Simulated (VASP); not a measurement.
Input of a VASP 6.6.1 run:

File INCAR:

```
SYSTEM = InSb
  PREC = Accurate
  ENCUT = 520
  EDIFF = 1E-7
  ISMEAR = 0
  SIGMA = 0.05
  LREAL = .FALSE.
  LASPH = .TRUE.
  NELM = 80
  ALGO = Normal
  ISIF = 2
  LWAVE = .FALSE.
  LCHARG = .TRUE.
  GGA = CA
  LELF = .TRUE.
  LVHAR = .TRUE.
  NBANDS = 16
```

The input KPOINTS:

```
regular mesh
0
G
  6 6 6
  0 0 0
```

The input POSCAR:

```
InSb
1.0
    0.0000000000      3.2265208302      3.2265208302
    3.2265208302      0.0000000000      3.2265208302
    3.2265208302      3.2265208302      0.0000000000
In Sb
1 1
Direct
    0.0000000000      0.0000000000      0.0000000000
    0.7500000000      0.7500000000      0.7500000000
```

Potentials or basis: VASP PAW LDA potentials, release 64 (In_d, Sb).

Launch:

```console
$ cat potpaw_LDA.64/In_d/POTCAR potpaw_LDA.64/Sb/POTCAR > POTCAR
$ mpirun -np 1 vasp_std > vasp.out
```

**Question.** Predict the pressure.

**Answer.** 0.1 GPa.

**Question.** What does it give for the band gap on the k mesh?

**Answer.** Zero (filled and empty bands touch).

Caveat: spin-orbit coupling is left out, which moves the levels of the heavy elements.

**Experimental background.**

From “Electronic Structure and Epitaxy of CdTe Shells on InSb Nanowires”, 2021, arxiv:2111.05126, for a bulk crystal of InSb: band gap 0.24 eV.

Measured gap of InSb: 0.24 eV (quoted in “Electronic Structure and Epitaxy of CdTe Shells on InSb Nanowires”, 2021, arxiv:2111.05126). This calculation gives 0.00 eV (-0.24 eV). Spin-orbit coupling on In, Sb is left out. The value is that of LDA on a finite k mesh, which can miss the band edges, without temperature or zero-point motion. Semilocal functionals fall short of measured gaps as a rule.
